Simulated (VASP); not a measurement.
# Al (Fm-3m) in VASP: a series of runs, part 2 of 2

VASP 6.6.1. The steps go on from the part before.

## 5. Single point, PBE

INCAR

```
  PREC = Accurate
  ENCUT = 500
  EDIFF = 1E-6
  ISMEAR = -1
  SIGMA = 0.1
  LREAL = F
  LASPH = T
  NELM = 120
  ALGO = Normal
  ISIF = 2
  LWAVE = F
  LCHARG = F
  GGA = PE
  NBANDS = 8
  GGA_COMPAT = F
```

KPOINTS

```
regular mesh
0
Gamma
  8 8 8
```

POSCAR

```
Al
1.0
    0.0000000000      1.9694923731      1.9694923731
    1.9694923731      0.0000000000      1.9694923731
    1.9694923731      1.9694923731      0.0000000000
Al
1
Direct
    0.0000000000      0.0000000000      0.0000000000
```

Potentials or basis: VASP PAW PBE potentials, release 64 (Al).

The run is started by

```
$ cat potpaw_PBE.64/Al/POTCAR > POTCAR
$ mpirun -np 1 vasp_std > vasp.out
```

OUTCAR:

```text
PREC = Accurate
   ENCUT = 500
   EDIFF = 1E-6
   ISMEAR = -1
   LREAL = F
   LASPH = T
   NELM = 120
   ISIF = 2
   GGA = PE

 ion  position               nearest neighbor table
   1  0.000  0.000  0.000-

  LATTYP: Found a face centered cubic cell.
 ALAT       =     3.9389847462

  Lattice vectors:

 A1 = (   0.0000000000,   1.9694923731,   1.9694923731)
 A2 = (   1.9694923731,   0.0000000000,   1.9694923731)
 A3 = (   1.9694923731,   1.9694923731,   0.0000000000)

Analysis of symmetry for initial positions (statically):
=====================================================================
 Subroutine PRICEL returns:
 Original cell was already a primitive cell.

 Routine SETGRP: Setting up the symmetry group for a
 face centered cubic supercell.

 Subroutine GETGRP returns: Found 48 space group operations
 (whereof 48 operations were pure point group operations)
 out of a pool of 48 trial point group operations.

The static configuration has the point symmetry O_h .

Analysis of symmetry for dynamics (positions and initial velocities):
=====================================================================
 Subroutine PRICEL returns:
 Original cell was already a primitive cell.

 Routine SETGRP: Setting up the symmetry group for a
 face centered cubic supercell.

 Subroutine GETGRP returns: Found 48 space group operations
 (whereof 48 operations were pure point group operations)
 out of a pool of 48 trial point group operations.

The dynamic configuration has the point symmetry O_h .

 Subroutine INISYM returns: Found 48 space group operations
 (whereof 48 operations are pure point group operations),
 and found     1 'primitive' translations

----------------------------------------------------------------------------------------

                                     Primitive cell

  volume of cell :      15.2789
[... 100 lines left out ...]
   EMIN   =  10.00;   EMAX   =-10.00  energy-range for DOS
   EFERMI =   0.00;   METHOD = LEGACY
   ISMEAR =    -1;   SIGMA  =   0.10  broadening in eV -4-tet -1-fermi 0-gaus
   EFERMI_NEDOS =   21; number of points for ismear=-14 and -15
   IALGO  =     38    algorithm
   IMIX   =      4    mixing-type and parameters
     AMIX     =   0.40;   BMIX     =  1.00
     AMIX_MAG =   1.60;   BMIX_MAG =  1.00
  volume/ion in A,a.u.               =      15.28       103.11
  Fermi-wavevector in a.u.,A,eV,Ry     =   0.951519  1.798111 12.318566  0.905389
  Thomas-Fermi vector in A             =   2.079997
   LORBIT       =      0    0 simple, 1 ext, 2 COOP (PROOUT), +10 PAW based schemes
   GGA     = PE    functional components
   LHFCALC =     F    Hartree Fock is set to
   AEXX    =    0.0000 exact exchange contribution
   IVDW    =     0    specifies the selected vdW correction
   LEPSILON=     F    determine dielectric tensor
   LRPA    =     F    only Hartree local field effects (RPA)
 non-spin polarized calculation
  energy-cutoff  :      500.00
  volume of cell :       15.28
 maximum number of plane-waves:       399
   NGX = 11   NGY = 11   NGZ = 11

 number of electron       3.0000000 magnetization

 Free energy of the ion-electron system (eV)
  ---------------------------------------------------
  ext. energy  EPLUGINS =         0.00000000
  ---------------------------------------------------
  free energy    TOTEN  =        -3.72086470 eV

  energy without entropy =       -3.70808932  energy(sigma->0) =       -3.71447701

 E-fermi :   8.7791     XC(G=0): -10.4770

 val. band max:        8.5735370010   @ k =  -0.3750   0.3750   0.0000
 cond. band min:       8.8549017203   @ k =  -0.2500   0.5000   0.2500
 fundamental gap:      0.2813647193
 Fermi energy:         8.7791131684

 k-point     1 :       0.0000    0.0000    0.0000
  band No.  band energies     occupation
      1      -2.8494      2.00000
      2      21.8823      0.00000
      3      21.8823      0.00000
      4      21.8823      0.00000
      5      23.9769      0.00000
      6      23.9769      0.00000
      7      23.9769      0.00000
      8      25.8629      0.00000
[... 243 lines left out ...]
 k-point    24 :      -0.3750    0.2500    0.1250
  band No.  band energies     occupation
      1       5.0180      2.00000
      2       5.4773      2.00000
      3      13.9353      0.00000
      4      14.7592      0.00000
      5      22.8946      0.00000
      6      23.1893      0.00000
      7      30.2881      0.00000
      8      30.4873      0.00000

 [... further k-points ...]
[... 5 lines left out ...]
  --------------------------------------------------------------------------------------
  -------------------------------------------------------------------------------------
  Total        0.7015599      0.7015599      0.7015599      0.0000000      0.0000000     -0.0000000
  in kB       73.5668916     73.5668916     73.5668916      0.0000000      0.0000000     -0.0000000
  external PRESSURE =      73.5668916 kB  Pullay stress =       0.0000000 kB

 VOLUME and BASIS-vectors are now :
 -----------------------------------------------------------------------------
  energy-cutoff  :      500.00
  volume of cell :       15.28
      direct lattice vectors                 reciprocal lattice vectors
     0.000000000  1.969492373  1.969492373    -0.253872524  0.253872524  0.253872524
     1.969492373  0.000000000  1.969492373     0.253872524 -0.253872524  0.253872524
     1.969492373  1.969492373  0.000000000     0.253872524  0.253872524 -0.253872524

 POSITION                                       TOTAL-FORCE (eV/Angst)
 -----------------------------------------------------------------------------------
      0.00000      0.00000      0.00000         0.000000      0.000000      0.000000
 -----------------------------------------------------------------------------------
    total drift:                               -0.000000     -0.000000      0.000000

  FREE ENERGIE OF THE ION-ELECTRON SYSTEM (eV)
  ---------------------------------------------------
  free  energy   TOTEN  =        -3.7208646970 eV

  energy  without entropy=       -3.7080893203  energy(sigma->0) =       -3.71447701
```

stdout:

```text
POSCAR found type information on POSCAR Al
 POSCAR found :  1 types and       1 ions
 scaLAPACK will be used
 LDA part: xc-table for (Slater+PW92), standard interpolation
 POSCAR, INCAR and KPOINTS ok, starting setup
 FFT: planning ... GRIDC
 FFT: planning ... GRID_SOFT
 FFT: planning ... GRID
 WAVECAR not read
 entering main loop
```

Run time: 3.6 s. Hardware: 1 thread of AMD EPYC 7R13, shared host; peak memory 0.09 GiB.

Results:

- Free energy: -3.7209 eV
- Pressure: 7.4 GPa

## 6. Summary

| cell | k mesh | gap on the mesh (eV) | pressure (GPa) |
| --- | --- | --- | --- |
| a = 2.785 Å, angles 60.0°, 1 atom | 4 × 4 × 4 | none | 8.7 |
| a = 2.825 Å, angles 60.0°, 1 atom | 4 × 4 × 4 | none | 4.1 |
| a = 2.785 Å, angles 60.0°, 1 atom | 8 × 8 × 8 | none | 7.4 |

Alike in all rows: task single point; level PBE; potentials or basis VASP PAW PBE potentials, release 64 (Al); no spin polarisation; cutoff (eV) 500; smearing fermi-dirac 0.1 eV.

Caveats: some runs use coarse meshes.

Absolute energies hang on the potentials; compare differences alone.
